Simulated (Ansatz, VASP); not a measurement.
# Hf2F3: VASP beside Ansatz

The input INCAR:

```
SYSTEM = Hf2F3
PREC = Accurate
ENCUT = 600
EDIFF = 1E-6
ISMEAR = 0
SIGMA = 0.1
LREAL = .False.
LASPH = .True.
NELM = 60
ALGO = Normal
ISIF = 3
LWAVE = .False.
LCHARG = .False.
GGA = PE
IBRION = 2
NSW = 90
EDIFFG = -0.04
```

Contents of KPOINTS:

```
regular mesh
0
Gamma
  4 4 4
  0 0 0
```

Contents of POSCAR:

```
Hf2F3
1.0
    4.4618455700      0.0000000000      0.0000000000
    0.0000000000      4.4618455700      0.0000000000
    0.0000000000      0.0000000000      4.4618455700
Hf F
2 3
Direct
    0.5000000000      0.5000000000      0.5000000000
    0.0000000000      0.0000000000      0.0000000000
    0.0000000000      0.5000000000      0.5000000000
    0.5000000000      0.0000000000      0.5000000000
    0.5000000000      0.5000000000      0.0000000000
```

Input for Ansatz:

```yaml
crystal:
  lattice:
    - [4.46184557, 0.0, 0.0]
    - [0.0, 4.46184557, 0.0]
    - [0.0, 0.0, 4.46184557]
  atoms:
    - { symbol: Hf, position: [0.5, 0.5, 0.5] }
    - { symbol: Hf, position: [0.0, 0.0, 0.0] }
    - { symbol: F, position: [0.0, 0.5, 0.5] }
    - { symbol: F, position: [0.5, 0.0, 0.5] }
    - { symbol: F, position: [0.5, 0.5, 0.0] }
basis:
  ecutwfc: 420
kpoints:
  mp_grid: { grid: [4, 4, 4] }
hamiltonian:
  xc: pbe
scf:
  occupations: { method: gaussian, width: 0.1 }
  lower_state_search: "off"
output:
  forces: true
  stress: true
  eigenvalues: true
relax:
  adjacent_minimum: "off"
  f_tol: 0.04
  max_steps: 70
  cell: { stress_tol: 0.4 }
```

Alike in both runs: task relaxation of cell and atoms; functional PBE; k mesh 4 × 4 × 4; occupations gaussian, width 0.1 eV; no spin polarisation.

```csv
,VASP,Ansatz
version,VASP 6.6.1,Ansatz 0.2.0
potentials or method,"VASP PAW PBE potentials, release 64 (Hf_pv, F), cutoff 600 eV","scalar-relativistic, plane waves, PAW"
valence electrons in the cell,41,73
```

VASP gave:

| Item | Value |
| --- | --- |
| gap on the k mesh at the Fermi level, each at its own relaxed structure (eV) | none |
| relaxed volume (Å³/atom) | 16.40 |
| relaxed cell length with the largest relative difference (Å) | 4.345 |

Task: Which values does Ansatz return?

Result: gap on the k mesh at the Fermi level, each at its own relaxed structure (eV): none; relaxed volume (Å³/atom): 16.81; relaxed cell length with the largest relative difference (Å): 4.380.

A gap of «none» marks a metal or a gap that the smearing closes. VASP's potentials hold 41 valence electrons a cell and Ansatz's 73, so a difference there can come from the potentials and not from the codes.

Spin-orbit coupling is off throughout. Noted on VASP's run: too few bands were computed for a metal, which touches its energy and stress.
